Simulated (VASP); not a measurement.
# Cs3In (I4/mmm) in VASP: single point with PBE

Aim: the single point of Cs3In with PBE.

Everything below comes from runs of VASP 6.6.1. Logs are shortened: lines on timing, memory, paths and dates and some standing lists are left out, and cuts for length are marked.

## 1. The cell of the first run

Symmetry: I4/mmm, No. 139, tetragonal system. The conventional cell has a = 5.544 Å, b = 5.544 Å, c = 11.185 Å, α = 90.00°, β = 90.00°, γ = 90.00°. Within 5.1 Å of Cs (site symmetry -4m2) lie 8 Cs at 3.92 to 3.94 Å and 4 In at 3.94 Å. Within 5.1 Å of Cs (site symmetry 4/mmm) lie 4 In at 3.92 Å and 8 Cs at 3.94 Å. Within 5.1 Å of In (site symmetry 4/mmm) lie 12 Cs at 3.92 to 3.94 Å.

## 2. Single point, PBE

INCAR

```
SYSTEM = Cs3In
  PREC = Accurate
  ENCUT = 520
  EDIFF = 1E-6
  ISMEAR = 0
  SIGMA = 0.1
  LREAL = .False.
  LASPH = .True.
  NELM = 80
  ALGO = Normal
  ISIF = 2
  LWAVE = .False.
  LCHARG = .False.
  GGA = PE
  NBANDS = 28
```

KPOINTS

```
Automatic mesh
0
Gamma
  4 4 4
  0 0 0
```

POSCAR

```
Cs3In
1.0
   -2.7721672800      2.7721672800      5.5927188800
    2.7721672800     -2.7721672800      5.5927188800
    2.7721672800      2.7721672800     -5.5927188800
Cs In
3 1
Direct
    0.7500000000      0.2500000000      0.5000000000
    0.2500000000      0.7500000000      0.5000000000
    0.5000000000      0.5000000000      0.0000000000
    0.0000000000      0.0000000000      0.0000000000
```

Potentials or basis: VASP PAW PBE potentials, release 64 (Cs_sv, In_d).

Launch:

```
$ cat potpaw_PBE.64/Cs_sv/POTCAR potpaw_PBE.64/In_d/POTCAR > POTCAR
$ mpirun -np 1 vasp_std > vasp.out
```

OUTCAR:

```text
SYSTEM = Cs3In
   PREC = Accurate
   ENCUT = 520
   EDIFF = 1E-6
   ISMEAR = 0
   LREAL = .False.
   LASPH = .True.
   NELM = 80
   ISIF = 2
   GGA = PE

 ion  position               nearest neighbor table
   1  0.750  0.250  0.500-
   2  0.250  0.750  0.500-
   3  0.500  0.500  0.000-
   4  0.000  0.000  0.000-

  LATTYP: Found a body centered tetragonal cell.
 ALAT       =     5.5443345600
 C/A-ratio  =     2.0174536076

  Lattice vectors:

 A1 = (  -2.7721672800,   2.7721672800,   5.5927188800)
 A2 = (   2.7721672800,  -2.7721672800,   5.5927188800)
 A3 = (   2.7721672800,   2.7721672800,  -5.5927188800)

Analysis of symmetry for initial positions (statically):
=====================================================================
 Subroutine PRICEL returns:
 Original cell was already a primitive cell.

 Routine SETGRP: Setting up the symmetry group for a
 body centered tetragonal supercell.

 Subroutine GETGRP returns: Found 16 space group operations
 (whereof 16 operations were pure point group operations)
 out of a pool of 16 trial point group operations.

The static configuration has the point symmetry D_4h.

Analysis of symmetry for dynamics (positions and initial velocities):
=====================================================================
 Subroutine PRICEL returns:
 Original cell was already a primitive cell.

 Routine SETGRP: Setting up the symmetry group for a
 body centered tetragonal supercell.

 Subroutine GETGRP returns: Found 16 space group operations
 (whereof 16 operations were pure point group operations)
 out of a pool of 16 trial point group operations.

The dynamic configuration has the point symmetry D_4h.

 Subroutine INISYM returns: Found 16 space group operations
 (whereof 16 operations are pure point group operations),
 and found     1 'primitive' translations

----------------------------------------------------------------------------------------

                                     Primitive cell

  volume of cell :     171.9182

  direct lattice vectors                    reciprocal lattice vectors
    -2.772167280  2.772167280  5.592718880     0.000000000  0.180364296  0.089401955
     2.772167280 -2.772167280  5.592718880     0.180364296  0.000000000  0.089401955
     2.772167280  2.772167280 -5.592718880     0.180364296  0.180364296  0.000000000

[... 73 lines left out ...]
   ENCUT  =  520.0 eV  38.22 Ry    6.18 a.u.  12.70 12.70 12.70*2*pi/ulx,y,z
   NELM   =     80;   NELMIN=  2; NELMDL= -5     # of ELM steps
   EDIFF  = 0.1E-05   stopping-criterion for ELM
   LREAL  =      F    real-space projection
   EDIFFG = 0.1E-04   stopping-criterion for IOM
   NSW    =      0    number of steps for IOM
   IBRION =     -1    ionic relax: 0-MD 1-quasi-New 2-CG
   NFREE  =      0    steps in history (QN), initial steepest desc. (CG)
   ISIF   =      2    stress and relaxation
   ISYM   =      2    0-nonsym 1-usesym 2-fastsym
   POTIM  = 0.5000    time-step for ionic-motion
   TEBEG  =    0.0;   TEEND  =   0.0 temperature during run
   PSTRESS=    0.0 pullay stress
   NELECT =      40.0000    total number of electrons
   NUPDOWN=      -1.0000    fix difference up-down
   EMIN   =  10.00;   EMAX   =-10.00  energy-range for DOS
   EFERMI =   0.00;   METHOD = LEGACY
   ISMEAR =     0;   SIGMA  =   0.10  broadening in eV -4-tet -1-fermi 0-gaus
   EFERMI_NEDOS =   21; number of points for ismear=-14 and -15
   IALGO  =     38    algorithm
   IMIX   =      4    mixing-type and parameters
     AMIX     =   0.40;   BMIX     =  1.00
     AMIX_MAG =   1.60;   BMIX_MAG =  1.00
  volume/ion in A,a.u.               =      42.98       290.04
  Fermi-wavevector in a.u.,A,eV,Ry     =   1.006903  1.902770 13.794311  1.013853
  Thomas-Fermi vector in A             =   2.139674
   LORBIT       =      0    0 simple, 1 ext, 2 COOP (PROOUT), +10 PAW based schemes
   GGA     = PE    functional components
   LHFCALC =     F    Hartree Fock is set to
   AEXX    =    0.0000 exact exchange contribution
   IVDW    =     0    specifies the selected vdW correction
   LEPSILON=     F    determine dielectric tensor
   LRPA    =     F    only Hartree local field effects (RPA)
 non-spin polarized calculation
 Gauss-broadening in eV      SIGMA  =   0.10
  energy-cutoff  :      520.00
  volume of cell :      171.92
 maximum number of plane-waves:      4672
 NGX is ok and might be reduce to    54
   NGX = 25   NGY = 25   NGZ = 25

 number of electron      40.0000002 magnetization

 Free energy of the ion-electron system (eV)
  ---------------------------------------------------
  ext. energy  EPLUGINS =         0.00000000
  ---------------------------------------------------
  free energy    TOTEN  =        -3.86491401 eV

  energy without entropy =       -3.82972442  energy(sigma->0) =       -3.84731921

 E-fermi :   3.8069     XC(G=0):  -8.4773

 val. band max:        3.8067627986   @ k =   0.5000   0.5000   0.2500
 cond. band min:       3.8162413275   @ k =   0.2500   0.2500   0.2500
 fundamental gap:      0.0094785289
 Fermi energy:         3.8068702628

 k-point     1 :       0.0000    0.0000    0.0000
  band No.  band energies     occupation
      1     -19.7616      2.00000
      2     -19.4389      2.00000
      3     -19.3606      2.00000
      4     -10.3612      2.00000
      5     -10.3580      2.00000
      6     -10.2956      2.00000
[... 392 lines left out ...]
     27       6.2475      0.00000
     28       6.9921      0.00000

------------------------ aborting loop because EDIFF is reached ----------------------------------------

  FORCE on cell =-STRESS in cart. coord.  units (eV):
  Direction    XX          YY          ZZ          XY          YZ          ZX
  --------------------------------------------------------------------------------------
  -------------------------------------------------------------------------------------
  Total        4.2958561      4.2958561      3.5589685      0.0000000     -0.0000000     -0.0000000
  in kB       40.0348732     40.0348732     33.1675104      0.0000000     -0.0000000     -0.0000000
  external PRESSURE =      37.7457522 kB  Pullay stress =       0.0000000 kB

 VOLUME and BASIS-vectors are now :
 -----------------------------------------------------------------------------
  energy-cutoff  :      520.00
  volume of cell :      171.92
      direct lattice vectors                 reciprocal lattice vectors
    -2.772167280  2.772167280  5.592718880     0.000000000  0.180364296  0.089401955
     2.772167280 -2.772167280  5.592718880     0.180364296  0.000000000  0.089401955
     2.772167280  2.772167280 -5.592718880     0.180364296  0.180364296  0.000000000

 POSITION                                       TOTAL-FORCE (eV/Angst)
 -----------------------------------------------------------------------------------
     -0.00000      2.77217      2.79636         0.000000     -0.000000     -0.000000
      2.77217     -0.00000      2.79636         0.000000      0.000000     -0.000000
      0.00000      0.00000      5.59272        -0.000000      0.000000      0.000000
      0.00000      0.00000      0.00000        -0.000000      0.000000      0.000000
 -----------------------------------------------------------------------------------
    total drift:                               -0.000000      0.000000      0.000000

  FREE ENERGIE OF THE ION-ELECTRON SYSTEM (eV)
  ---------------------------------------------------
  free  energy   TOTEN  =        -3.8649140068 eV

  energy  without entropy=       -3.8297244228  energy(sigma->0) =       -3.84731921
```

OSZICAR:

```text
N       E                     dE             d eps       ncg     rms          rms(c)
DAV:   1     0.364205895996E+03    0.36421E+03   -0.16677E+04   728   0.131E+03
DAV:   2     0.427745884006E+02   -0.32143E+03   -0.30850E+03   824   0.310E+02
DAV:   3    -0.228423688877E+01   -0.45059E+02   -0.44448E+02   836   0.120E+02
DAV:   4    -0.427063803174E+01   -0.19864E+01   -0.19771E+01   960   0.285E+01
DAV:   5    -0.433171675971E+01   -0.61079E-01   -0.61017E-01   992   0.477E+00    0.257E+00
DAV:   6    -0.394739174489E+01    0.38433E+00   -0.58509E-01   912   0.290E+00    0.120E+00
DAV:   7    -0.386138078146E+01    0.86011E-01   -0.51146E-01   836   0.283E+00    0.463E-01
DAV:   8    -0.386677600712E+01   -0.53952E-02   -0.48677E-02   888   0.113E+00    0.197E-01
DAV:   9    -0.386489188368E+01    0.18841E-02   -0.10681E-02  1020   0.475E-01    0.585E-02
DAV:  10    -0.386490646208E+01   -0.14578E-04   -0.83921E-04   852   0.148E-01    0.745E-02
DAV:  11    -0.386492168945E+01   -0.15227E-04   -0.47958E-05  1120   0.353E-02    0.110E-01
DAV:  12    -0.386491502105E+01    0.66684E-05   -0.15792E-04   940   0.591E-02    0.617E-02
DAV:  13    -0.386491480198E+01    0.21907E-06   -0.11298E-05   740   0.140E-02    0.380E-02
DAV:  14    -0.386491400683E+01    0.79515E-06   -0.12831E-06   600   0.801E-03
   1 F= -.38649140E+01 E0= -.38473192E+01  d E =-.351896E-01
```

Run time: 2.8 min. Hardware: 1 thread of Intel Xeon Platinum 8259CL at 2.50GHz (Skylake/Cascade Lake), shared host; peak memory 0.4 GiB.

Results:

| Property | Result |
| --- | --- |
| Free energy | -3.8649 eV |
| Pressure | 3.8 GPa |
| Band gap on the k mesh | zero (band 20 reaches 4.33 eV, above the bottom of band 21 at 3.71 eV) |

Caveat: the k points lie up to 0.40 Å⁻¹ apart; spin-orbit coupling is left out, which moves the levels of the heavy elements.
